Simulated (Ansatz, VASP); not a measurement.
This is a calculation of TePb for Ansatz 0.2.0.

Contents of input.yaml:

```yaml
crystal:
  lattice:
    - [4.0287929844, 0.0, 0.0]
    - [0.0, 4.0287929844, 0.0]
    - [0.0, 0.0, 4.0287929844]
  atoms:
    - { symbol: Pb, position: [0.0, 0.0, 0.0] }
    - { symbol: Te, position: [0.5, 0.5, 0.5] }
hamiltonian:
  xc: r2scan0
  pseudopotentials: { kind: paw }
kpoints:
  mp_grid: { grid: [4, 4, 4] }
scf:
  occupations: { method: fermi_dirac, width: 0.05 }
output:
  forces: true
  stress: true
  eigenvalues: true
```

Potentials or basis: Ansatz PAW.

Run with:

```bash
$ ansatz run input.yaml --threads 2 --pin off --max-ram 5632MiB --backend cpu --events-out ev --progress --plain --runs-dir out
```

**Question.** Translate it to VASP 6.6.1. Potentials there: VASP PAW PBE potentials, release 64 (Pb_d, Te).

**Answer.** As run (the cutoff follows the program's own potentials):

Contents of POSCAR:

```
TePb
1.0
    4.0287929844      0.0000000000      0.0000000000
    0.0000000000      4.0287929844      0.0000000000
    0.0000000000      0.0000000000      4.0287929844
Pb Te
1 1
Direct
    0.0000000000      0.0000000000      0.0000000000
    0.5000000000      0.5000000000      0.5000000000
```

The input INCAR.step1:

```
  PREC = Accurate
  ENCUT = 520
  EDIFF = 1E-5
  ISMEAR = -1
  SIGMA = 0.05
  LREAL = F
  LASPH = T
  NELM = 100
  ALGO = Normal
  ISIF = 2
  LWAVE = T
  GGA = PE
  NBANDS = 17
```

The input INCAR.step2:

```
  PREC = Accurate
  ENCUT = 520
  EDIFF = 1E-6
  ISMEAR = -1
  SIGMA = 0.05
  LREAL = F
  LASPH = T
  NELM = 100
  ALGO = Normal
  ISIF = 2
  LWAVE = F
  LCHARG = T
  METAGGA = R2SCAN
  LHFCALC = T
  AEXX = 0.25
  LMIXTAU = T
  PRECFOCK = Normal
  LELF = T
  LVHAR = T
  ISTART = 1
  NBANDS = 17
```

KPOINTS

```
regular mesh
0
Gamma
  4 4 4
```

Potentials or basis: VASP PAW PBE potentials, release 64 (Pb_d, Te).

Run with:

```bash
$ cat potpaw_PBE.64/Pb_d/POTCAR potpaw_PBE.64/Te/POTCAR > POTCAR
$ cp INCAR.step1 INCAR
$ mpirun -np 1 vasp_std > vasp.out
$ cp INCAR.step2 INCAR
$ mpirun -np 1 vasp_std > vasp.out
```

Both were run:

|  | VASP | Ansatz | Ansatz less VASP |
| --- | --- | --- | --- |
| gap on the k mesh at the Fermi level (eV) | none | none | - |
| pressure (GPa) | -1.6 | -1.3 | +0.27 |

VASP's potentials were made for PBE, not for r2SCAN0. A gap of «none» marks a metal or a gap that the smearing closes. The functional is the same, so the differences come from potentials, cutoffs and numerics. VASP's potentials hold 20 valence electrons a cell and Ansatz's 30, so a difference there can come from the potentials and not from the codes.

The k mesh is coarse, so the values compare programs but aren't converged. Spin-orbit coupling is off throughout.
